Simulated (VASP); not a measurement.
ZrN:

```
Zr N
1.0
     0.00000    2.29751    2.29751
     2.29751    0.00000    2.29751
     2.29751    2.29751    0.00000
Zr N
1 1
Cartesian
  0.0000 0.0000 0.0000
  2.2975 2.2975 2.2975
```

Base run:

| Item | Value |
| --- | --- |
| Program | VASP 6.6.1 |
| Functional | PBE |
| Potentials or basis | VASP PAW PBE potentials, release 64 (Zr_sv, N) |
| Cutoff | 600 eV |
| k mesh | 18 × 18 × 18 |
| Occupations | gaussian, width 0.15 eV |
| Spin | collinear spin |
| Starting moments | [0.7, 0.0] μB |
| Fixed moment | 0.7 μB |

Its results: pressure 3.1 GPa; site moments Zr +0.40; N +0.06 μB.

Q: The run is repeated on the same cell with these changes: fixed moment from 0.7 μB to 0.9 μB; moments at the start from [0.7, 0.0] to [0.9, 0.0]. What comes out?

A: Pressure 5.2 GPa; site moments Zr +0.52; N +0.08 μB.

Caveats: the cell stands under pressure; the total moment is fixed, so each spin has its own Fermi level and the state may be an excited one.
